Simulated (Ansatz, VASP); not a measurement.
Rh in VASP and in Ansatz

The input INCAR:

```
  ALGO = Fast
  EDIFF = 1E-6
  ENCUT = 520
  GGA = PE
  ISIF = 2
  ISMEAR = 0
  LASPH = True
  LCHARG = False
  LREAL = False
  LWAVE = False
  NBANDS = 22
  NELM = 80
  PREC = Accurate
  SIGMA = 0.15
```

Contents of KPOINTS:

```
k-points
0
Gamma
  21 21 12
```

The input POSCAR:

```
Rh
1.0
    2.8014873948      0.0000000000      0.0000000000
   -1.4007436974      2.4261592522      0.0000000000
    0.0000000000      0.0000000000      4.6462668442
Rh
2
Direct
    0.6666666667      0.3333333333      0.7500000000
    0.3333333333      0.6666666667      0.2500000000
```

Input for Ansatz:

```yaml
crystal:
  lattice:
    - [2.8014873948, 0.0, 0.0]
    - [-1.4007436974, 2.4261592522, 0.0]
    - [0.0, 0.0, 4.6462668442]
  atoms:
    - { symbol: Rh, position: [0.6666666667, 0.3333333333, 0.75] }
    - { symbol: Rh, position: [0.3333333333, 0.6666666667, 0.25] }
basis:
  ecutwfc: 420
kpoints:
  mp_grid: { grid: [21, 21, 12] }
hamiltonian:
  xc: pbe
  pseudopotentials: { kind: paw, azcp: { folder: soft_1 } }
scf:
  occupations: { method: gaussian, width: 0.15 }
output:
  forces: true
  stress: true
  eigenvalues: true
```

Alike in both runs: task single point; functional PBE; k mesh 21 × 21 × 12; occupations gaussian, width 0.15 eV; no spin polarisation.

```csv
,VASP,Ansatz
version,VASP 6.6.1,Ansatz 0.2.0
potentials or method,"VASP PAW PBE potentials, release 64 (Rh_pv), cutoff 520 eV","scalar-relativistic, plane waves, PAW"
valence electrons in the cell,30,34
```

```tsv
	VASP	Ansatz	Ansatz less VASP
gap on the k mesh at the Fermi level (eV)	none	none	-
pressure (GPa)	-21.1	-21.3	-0.11
traceless stress, the component that is largest in VASP (GPa)	-3.13	-3.13	+0.003
```

A gap of «none» marks a metal or a gap that the smearing closes. VASP's potentials hold 30 valence electrons a cell and Ansatz's 34, so a difference there can come from the potentials and not from the codes.
